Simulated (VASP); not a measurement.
Wanted: the native input for a VASP 6.6.1 run.

| Property | Result |
| --- | --- |
| Task | relaxation of cell and atoms |
| Functional | r2SCAN |
| Potentials or basis | VASP PAW PBE potentials, release 64 (Pd) |
| Cutoff | 600 eV |
| k mesh | 10 × 10 × 10 |
| Occupations | fermi-dirac, width 0.05 eV |
| Spin | collinear spin |
| Starting moments | [0.5, -0.5] μB |
| Dipole correction | no |
| Further INCAR settings | ALGO = Normal; EDIFF = 1e-06; IBRION = 2; EDIFFG = -0.01; NSW = 80; ISIF = 3 |

Crystal: Pd.

```
CELL_PARAMETERS angstrom
3.08734 0.00000 0.00000
0.00000 3.08734 0.00000
0.00000 0.00000 3.08734
ATOMIC_POSITIONS crystal
Pd 0.00000 0.00000 0.00000
Pd 0.50000 0.50000 0.50000
```

This isn't the form of Pd at room conditions, which is fcc.

The input as run:

POSCAR

```
Pd
1.0
    3.0873363060      0.0000000000      0.0000000000
    0.0000000000      3.0873363060      0.0000000000
    0.0000000000      0.0000000000      3.0873363060
Pd
2
Direct
    0.0000000000      0.0000000000      0.0000000000
    0.5000000000      0.5000000000      0.5000000000
```

INCAR.step1

```
SYSTEM = Pd
ALGO     = Normal         ! electronic algorithm
EDIFF    = 1E-4           ! SCF threshold, eV
ENCUT    = 600            ! plane-wave cutoff, eV
GGA      = PE             ! functional
ISMEAR   = -1             ! smearing method
ISPIN    = 2              ! spin polarisation
LASPH    = .True.         ! aspherical terms in the spheres
LCHARG   = .False.        ! write CHGCAR
LMAXMIX  = 4              ! l up to which the mixer works
LREAL    = .False.        ! projectors in reciprocal space
LWAVE    = .True.         ! write WAVECAR
MAGMOM   = 0.5 -0.5       ! initial moments
NELM     = 150            ! most SCF steps
PREC     = Accurate       ! precision mode
SIGMA    = 0.05           ! smearing width, eV
```

INCAR.step2

```
SYSTEM = Pd
ALGO     = Normal         ! electronic algorithm
EDIFF    = 1E-6           ! SCF threshold, eV
EDIFFG   = -0.01          ! ionic threshold
ENCUT    = 600            ! plane-wave cutoff, eV
IBRION   = 2              ! ionic algorithm
ISIF     = 3              ! what is computed and relaxed
ISMEAR   = -1             ! smearing method
ISPIN    = 2              ! spin polarisation
ISTART   = 1            
LASPH    = .True.         ! aspherical terms in the spheres
LCHARG   = .False.        ! write CHGCAR
LMAXMIX  = 4              ! l up to which the mixer works
LMIXTAU  = .True.       
LORBIT   = 11             ! projections on sites
LREAL    = .False.        ! projectors in reciprocal space
LWAVE    = .False.        ! write WAVECAR
MAGMOM   = 0.5 -0.5       ! initial moments
METAGGA  = R2SCAN         ! meta-GGA
NELM     = 150            ! most SCF steps
NSW      = 80             ! ionic steps
PREC     = Accurate       ! precision mode
SIGMA    = 0.05           ! smearing width, eV
```

KPOINTS

```
k-points
0
Gamma
  10 10 10
  0 0 0
```

Potentials or basis: VASP PAW PBE potentials, release 64 (Pd).

Run with:

```bash
$ cat potpaw_PBE.64/Pd/POTCAR > POTCAR
$ cp INCAR.step1 INCAR
$ mpirun -np 1 vasp_std > vasp.out
$ cp INCAR.step2 INCAR
$ mpirun -np 1 vasp_std > vasp.out
```

It gave:

* Relaxed volume: 15.08 Å³/atom
* Relaxed cell: a = 3.113 Å, b = 3.113 Å, c = 3.113 Å, α = 90.00°, β = 90.00°, γ = 90.00°
* Space group after relaxing (to 0.1 Å): Im-3m (No. 229)
* Energy gained by relaxing: 5.2 meV/atom
* Ionic steps: 3
* Pressure after relaxing: 0.0 GPa
* Band gap on the k mesh: zero (filled and empty bands overlap)
* Net moment: 0.00 μB per cell
* Valence electrons inside the program's atomic spheres: Pd 9.45

Caveat: the PAW data sets were made with another functional, which shifts forces and pressure a little.

It took 4.8 min on 1 thread of Intel(R) Xeon(R) Platinum 8488C (Sapphire Rapids), on a shared host, peak memory 0.22 GiB.
